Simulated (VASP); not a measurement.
# Si2Bi2S (P6/mmm) in VASP: relaxation of cell and atoms with PBE

Aim: the relaxation of cell and atoms of Si2Bi2S with PBE.

Program: VASP 6.6.1. These are calculated values, not measurements. Logs are shortened: lines on timing, memory, paths and dates and some standing lists are left out, and cuts for length are marked.

## (1) The cell of the first run

Symmetry: P6/mmm, No. 191, hexagonal system. The conventional cell has a = 5.078 Å, b = 5.078 Å, c = 5.834 Å, α = 90.00°, β = 90.00°, γ = 120.00°. Si (site symmetry -6m2) has 2 Bi at 2.92 Å and 3 Si at 2.93 Å and 3 S at 2.93 Å within 3.8 Å. Bi (site symmetry -6m2) has 2 Si at 2.92 Å and 3 Bi at 2.93 Å within 3.8 Å. Within 3.9 Å of S (site symmetry 6/mmm) lie 6 Si at 2.93 Å.

## (2) Relaxation of cell and atoms, PBE

File INCAR:

```
PREC = Accurate
ENCUT = 600
EDIFF = 1E-7
ISMEAR = 0
SIGMA = 0.1
LREAL = False
LASPH = True
NELM = 80
ALGO = Normal
ISIF = 3
LWAVE = False
LCHARG = False
GGA = PE
IBRION = 2
NSW = 100
EDIFFG = -0.01
```

File KPOINTS:

```
regular mesh
0
Gamma
  12 12 6
```

File POSCAR:

```
Si2Bi2S
1.0
    5.0776670102      0.0000000000      0.0000000000
   -2.5388335051      4.3973886228      0.0000000000
    0.0000000000      0.0000000000      5.8339418852
Si Bi S
2 2 1
Direct
    0.3333333333      0.6666666667      0.0000000000
    0.6666666667      0.3333333333      0.0000000000
    0.3333333333      0.6666666667      0.5000000000
    0.6666666667      0.3333333333      0.5000000000
    0.0000000000      0.0000000000      0.0000000000
```

Potentials or basis: VASP PAW PBE potentials, release 64 (Si, Bi_d, S).

Command:

```
cat potpaw_PBE.64/Si/POTCAR potpaw_PBE.64/Bi_d/POTCAR potpaw_PBE.64/S/POTCAR > POTCAR
mpirun -np 1 vasp_std > vasp.out
```

OUTCAR:

```text
PREC = Accurate
   ENCUT = 600
   EDIFF = 1E-7
   ISMEAR = 0
   LREAL = False
   LASPH = True
   NELM = 80
   ISIF = 3
   GGA = PE
   IBRION = 2
   NSW = 100
   EDIFFG = -0.01

 ion  position               nearest neighbor table
   1  0.333  0.667  0.000-   3 2.92   3 2.92   2 2.93   5 2.93   2 2.93   5 2.93   5 2.93   2 2.93

   2  0.667  0.333  0.000-   4 2.92   4 2.92   1 2.93   5 2.93   1 2.93   5 2.93   5 2.93   1 2.93

   3  0.333  0.667  0.500-   1 2.92   1 2.92   4 2.93   4 2.93   4 2.93
   4  0.667  0.333  0.500-   2 2.92   2 2.92   3 2.93   3 2.93   3 2.93
   5  0.000  0.000  0.000-   1 2.93   2 2.93   2 2.93   1 2.93   2 2.93   1 2.93

  LATTYP: Found a hexagonal cell.
 ALAT       =     5.0776670102
 C/A-ratio  =     1.1489414082

  Lattice vectors:

 A1 = (   5.0776670102,   0.0000000000,   0.0000000000)
 A2 = (  -2.5388335051,   4.3973886228,   0.0000000000)
 A3 = (   0.0000000000,   0.0000000000,   5.8339418852)

Analysis of symmetry for initial positions (statically):
=====================================================================
 Subroutine PRICEL returns:
 Original cell was already a primitive cell.

 Routine SETGRP: Setting up the symmetry group for a
 hexagonal supercell.

 Subroutine GETGRP returns: Found 24 space group operations
 (whereof 24 operations were pure point group operations)
 out of a pool of 24 trial point group operations.

The static configuration has the point symmetry D_6h.

Analysis of symmetry for dynamics (positions and initial velocities):
=====================================================================
 Subroutine PRICEL returns:
 Original cell was already a primitive cell.

 Routine SETGRP: Setting up the symmetry group for a
 hexagonal supercell.

 Subroutine GETGRP returns: Found 24 space group operations
 (whereof 24 operations were pure point group operations)
 out of a pool of 24 trial point group operations.

The dynamic configuration has the point symmetry D_6h.

 Subroutine INISYM returns: Found 24 space group operations
 (whereof 24 operations are pure point group operations),
 and found     1 'primitive' translations

----------------------------------------------------------------------------------------

                                     Primitive cell

  volume of cell :     130.2630
[... 95 lines left out ...]
   EDIFF  = 0.1E-06   stopping-criterion for ELM
   LREAL  =      F    real-space projection
   EDIFFG = -.1E-01   stopping-criterion for IOM
   NSW    =    100    number of steps for IOM
   IBRION =      2    ionic relax: 0-MD 1-quasi-New 2-CG
   NFREE  =      1    steps in history (QN), initial steepest desc. (CG)
   ISIF   =      3    stress and relaxation
   ISYM   =      2    0-nonsym 1-usesym 2-fastsym
   POTIM  = 0.5000    time-step for ionic-motion
   TEBEG  =    0.0;   TEEND  =   0.0 temperature during run
   PSTRESS=    0.0 pullay stress
   NELECT =      44.0000    total number of electrons
   NUPDOWN=      -1.0000    fix difference up-down
   EMIN   =  10.00;   EMAX   =-10.00  energy-range for DOS
   EFERMI =   0.00;   METHOD = LEGACY
   ISMEAR =     0;   SIGMA  =   0.10  broadening in eV -4-tet -1-fermi 0-gaus
   EFERMI_NEDOS =   21; number of points for ismear=-14 and -15
   IALGO  =     38    algorithm
   IMIX   =      4    mixing-type and parameters
     AMIX     =   0.40;   BMIX     =  1.00
     AMIX_MAG =   1.60;   BMIX_MAG =  1.00
  volume/ion in A,a.u.               =      26.05       175.81
  Fermi-wavevector in a.u.,A,eV,Ry     =   1.140124  2.154522 17.685971  1.299882
  Thomas-Fermi vector in A             =   2.276826
   LORBIT       =      0    0 simple, 1 ext, 2 COOP (PROOUT), +10 PAW based schemes
   GGA     = PE    functional components
   LHFCALC =     F    Hartree Fock is set to
   AEXX    =    0.0000 exact exchange contribution
   IVDW    =     0    specifies the selected vdW correction
   LEPSILON=     F    determine dielectric tensor
   LRPA    =     F    only Hartree local field effects (RPA)
 conjugate gradient relaxation of ions
 non-spin polarized calculation
 Gauss-broadening in eV      SIGMA  =   0.10
  energy-cutoff  :      600.00
  volume of cell :      130.26
 maximum number of plane-waves:      4380
 NGX is ok and might be reduce to    42
   NGX = 21   NGY = 21   NGZ = 23

--------------------------------------- Ionic step        1  -------------------------------------------

 number of electron      43.9999992 magnetization

 Free energy of the ion-electron system (eV)
  ---------------------------------------------------
  ext. energy  EPLUGINS =         0.00000000
  ---------------------------------------------------
  free energy    TOTEN  =       -20.18382680 eV

  energy without entropy =      -20.17124369  energy(sigma->0) =      -20.17753524

------------------------ aborting loop because EDIFF is reached ----------------------------------------

  FORCE on cell =-STRESS in cart. coord.  units (eV):
  Direction    XX          YY          ZZ          XY          YZ          ZX
  --------------------------------------------------------------------------------------
  -------------------------------------------------------------------------------------
  Total       -0.4767383     -0.4767383      0.1375319      0.0000000      0.0000000      0.0000000
  in kB       -5.8636691     -5.8636691      1.6915813      0.0000000      0.0000000      0.0000000
  external PRESSURE =      -3.3452523 kB  Pullay stress =       0.0000000 kB
[... 143 lines left out ...]
--------------------------------------- Ionic step        5  -------------------------------------------

 number of electron      43.9999993 magnetization

 Free energy of the ion-electron system (eV)
  ---------------------------------------------------
  ext. energy  EPLUGINS =         0.00000000
  ---------------------------------------------------
  free energy    TOTEN  =       -20.18571163 eV

  energy without entropy =      -20.17319208  energy(sigma->0) =      -20.17945185

 E-fermi :   6.0562     XC(G=0):  -9.6409

 val. band max:        6.0371247420   @ k =   0.2500   0.1667   0.3333
 cond. band min:       6.0576398677   @ k =   0.1667   0.0833   0.3333
 fundamental gap:      0.0205151257
 Fermi energy:         6.0561678883

 k-point     1 :       0.0000    0.0000    0.0000
  band No.  band energies     occupation
      1     -16.9419      2.00000
      2     -16.9419      2.00000
      3     -16.9292      2.00000
      4     -16.8288      2.00000
      5     -16.8288      2.00000
      6     -16.7105      2.00000
[... 685 lines left out ...]
     25       8.3471      0.00000
     26       9.5828      0.00000

 [... further k-points ...]
[... 5 lines left out ...]
  --------------------------------------------------------------------------------------
  -------------------------------------------------------------------------------------
  Total       -0.0087609     -0.0087609      0.0054888      0.0000000      0.0000000      0.0000000
  in kB       -0.1083674     -0.1083674      0.0678931      0.0000000      0.0000000      0.0000000
  external PRESSURE =      -0.0496139 kB  Pullay stress =       0.0000000 kB
[... 20 lines left out ...]
  FREE ENERGIE OF THE ION-ELECTRON SYSTEM (eV)
  ---------------------------------------------------
  free  energy   TOTEN  =       -20.1857116259 eV

  energy  without entropy=      -20.1731920805  energy(sigma->0) =      -20.17945185

 reached required accuracy - stopping structural energy minimisation
```

OSZICAR:

```text
N       E                     dE             d eps       ncg     rms          rms(c)
DAV:   1     0.419195527966E+03    0.41920E+03   -0.23093E+04  3952   0.194E+03
DAV:   2     0.260812418708E+02   -0.39311E+03   -0.38760E+03  4048   0.469E+02
DAV:   3    -0.184180989244E+02   -0.44499E+02   -0.43393E+02  5204   0.160E+02
DAV:   4    -0.204954596187E+02   -0.20774E+01   -0.20577E+01  4588   0.334E+01
[... 42 lines left out ...]
DAV:   3    -0.201857164151E+02    0.37111E-04   -0.11084E-04  5336   0.120E-01    0.776E-03
DAV:   4    -0.201857131579E+02    0.32572E-05   -0.10131E-05  4914   0.227E-02    0.336E-03
DAV:   5    -0.201857123678E+02    0.79009E-06   -0.88345E-07  4400   0.667E-03    0.188E-03
DAV:   6    -0.201857117185E+02    0.64925E-06   -0.18809E-07  2676   0.378E-03    0.560E-04
DAV:   7    -0.201857116259E+02    0.92665E-07   -0.50735E-08  2094   0.229E-03
   5 F= -.20185712E+02 E0= -.20179452E+02  d E =-.150058E-04
```

Wall time 13 min (1 thread of Intel Xeon Platinum 8259CL at 2.50GHz (Skylake/Cascade Lake), shared host); peak memory 0.5 GiB.

Results:

* Free energy: -20.1857 eV
* Relaxed volume: 25.91 Å³/atom
* Relaxed cell: a = 5.059 Å, b = 5.059 Å, c = 5.843 Å, α = 90.00°, β = 90.00°, γ = 120.00°
* Space group after relaxing (to 0.05 Å): P6/mmm (No. 191)
* Energy gained by relaxing: 0.4 meV/atom
* Ionic steps: 5
* Pressure after relaxing: 0.0 GPa
* Band gap on the k mesh: zero (band 22 reaches 6.76 eV, above the bottom of band 23 at 5.13 eV)

The path:
| step | energy change (eV) | largest force (eV/Å) | pressure (GPa) | volume (Å³) |
| --- | --- | --- | --- | --- |
| 1 | 0.0000 | 0.0000 | -0.33 | 130.26 |
| 2 | -0.0018 | 0.0000 | 0.12 | 129.24 |
| 3 | -0.0019 | 0.0000 | 0.03 | 129.43 |
| 4 | -0.0019 | 0.0000 | 0.02 | 129.45 |
| 5 | -0.0019 | 0.0000 | 0.00 | 129.53 |

Final structure:
```
Si Bi S
1.0
     5.05937    0.00000    0.00000
    -2.52968    4.38154    0.00000
     0.00000    0.00000    5.84304
Si Bi S
2 2 1
Direct
  0.33333 0.66667 0.00000
  0.66667 0.33333 0.00000
  0.33333 0.66667 0.50000
  0.66667 0.33333 0.50000
  0.00000 0.00000 0.00000
```

Caveat: spin-orbit coupling is left out, which moves the levels of the heavy elements.
